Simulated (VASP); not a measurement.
Set up this calculation in VASP 6.6.1, as the native input.

```
Task                   : single point
Functional             : PBE
Potentials or basis    : VASP PAW PBE potentials, release 64 (Li_sv, H, O)
Cutoff                 : 520 eV
k mesh                 : 2 × 2 × 2, shifted
Occupations            : gaussian, width 0.02 eV
Spin                   : no spin polarisation
Dipole correction      : no
Further INCAR settings : LREAL = Auto; ALGO = Normal; EDIFF = 1e-06; NBANDS = 57
```

The structure of Li16H16O (a cell with a defect) lies in POSCAR:

```
Li16H16O
1.0
   -4.0071000518     -4.0071000518      4.0071000518
   -4.0071000518      4.0071000518     -4.0071000518
    4.0071000518     -4.0071000518     -4.0071000518
Li H O
16 16 1
Direct
    0.7495909663      0.0316711583      0.2528647867
    1.0312515152      0.7495395576      0.2526146058
    0.2533530451      0.4976907175      0.2510552487
    0.7500254451      0.2531431676     -0.0016143844
    0.4976701291      0.2534054520      0.2510671026
    0.9940804942      0.9941155570      1.0031075960
    0.2531361800      0.7500359265     -0.0016166305
    0.7499893841      0.5055926914      0.7589975196
    0.4695701319      0.4695072436     -0.0283574152
    0.9946414985      0.2467918163      0.7479999155
    0.2467981800     -0.0053965461      0.7479637297
    0.7499853912      0.7499882611      0.4971192319
    0.5056433515      0.7499525745      0.7590108709
    1.0022775693      0.5055306765      0.5034707080
    0.2465848088      0.2465714575      0.4949890131
    0.5054539377      0.0022465124      0.5035043982
    0.5034060727      0.7501967660      0.2486563817
    0.7502172297      0.5031076025      0.2487761691
    0.0023377255      0.2592830193      0.2537776664
    0.4974913215      0.0070375083      0.0014290883
    0.2593485280      0.0022900601      0.2538097344
    0.7511993614      0.7516944826      0.1465927959
    0.0071050135      0.4974893250      0.0014327069
    0.4929805781      0.2404677916      0.7443360439
    0.2453619793      0.2453251696     -0.0026604028
    0.7500105965      0.0017738514      0.7489262712
    0.0018559557      0.7500117195      0.7489448632
    0.4981596352      0.4981713644      0.4972568626
    0.2404736561      0.4929156933      0.7443241899
    0.7499675479      0.2549292473      0.5023498226
   -0.0036537645     -0.0036727309      0.4947944834
    0.2548782129      0.7499346064      0.5022446343
    0.7498975471      0.7497947296      1.0043016017
```

These files were run (other wordings do the same):

INCAR

```
SYSTEM = Li16H16O
PREC = Accurate ; ENCUT = 520
EDIFF = 1E-6 ; ISMEAR = 0
SIGMA = 0.02 ; LREAL = Auto
LASPH = .True. ; NELM = 80
ALGO = Normal ; ISIF = 2
LWAVE = .False. ; LCHARG = .False.
GGA = PE ; NBANDS = 57
```

KPOINTS

```
Automatic mesh
0
Gamma
  2 2 2
  0.5 0.5 0.5
```

Potentials or basis: VASP PAW PBE potentials, release 64 (Li_sv, H, O).

Run with:

```sh
$ cat potpaw_PBE.64/Li_sv/POTCAR potpaw_PBE.64/H/POTCAR potpaw_PBE.64/O/POTCAR > POTCAR
$ mpirun -np 1 vasp_std > vasp.out
```

Results of the run:

| Property | Result |
| --- | --- |
| Largest force | 0.131 eV/Å |
| Band gap on the k mesh | 3.86 eV |

Caveat: the k points lie up to 0.55 Å⁻¹ apart.

Run time: 5.1 min on 1 thread of Intel Xeon 8259CL, with other jobs on the host, peak memory 0.39 GiB.
